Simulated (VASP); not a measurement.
Runs of VASP 6.6.1 on BN. The structure is hexagonal, space group P6_3/mmc (No. 194). The conventional cell has a = 2.501 Å, b = 2.501 Å, c = 6.524 Å, α = 90.00°, β = 90.00°, γ = 120.00°. B (site symmetry -6m2) has 3 N at 1.44 Å within 1.9 Å. N (site symmetry -6m2) has 3 B at 1.44 Å within 1.9 Å. 

```csv
level,k mesh,smearing,gap on the mesh (eV),pressure (GPa)
PBE,9 × 9 × 4,fermi-dirac 0.5 eV,(a),(b)
PBE,"9 × 9 × 4, shifted",gaussian 0.01 eV,4.41,4.7
PBEsol,9 × 9 × 4,gaussian 0.01 eV,4.28,2.0
PBE,9 × 9 × 4,tetrahedron,4.38,4.7
PBE,9 × 9 × 4,methfessel-paxton 0.5 eV,4.38,4.7
PBE,9 × 9 × 4,gaussian 0.05 eV,4.38,4.7
```

Alike in all rows: task single point; potentials or basis VASP PAW PBE potentials, release 64 (B, N); no spin polarisation; cell as given; cutoff (eV) 520.

Problem. Fill in the values left out.

Solution. (a) 4.39; (b) 4.8.

Caveats: this functional lacks dispersion, which binds the layers, so the pressure and a relaxed spacing across them are unreliable; the PAW data sets were made with another functional, which shifts forces and pressure a little (some runs).

A k mesh can miss the band edges.
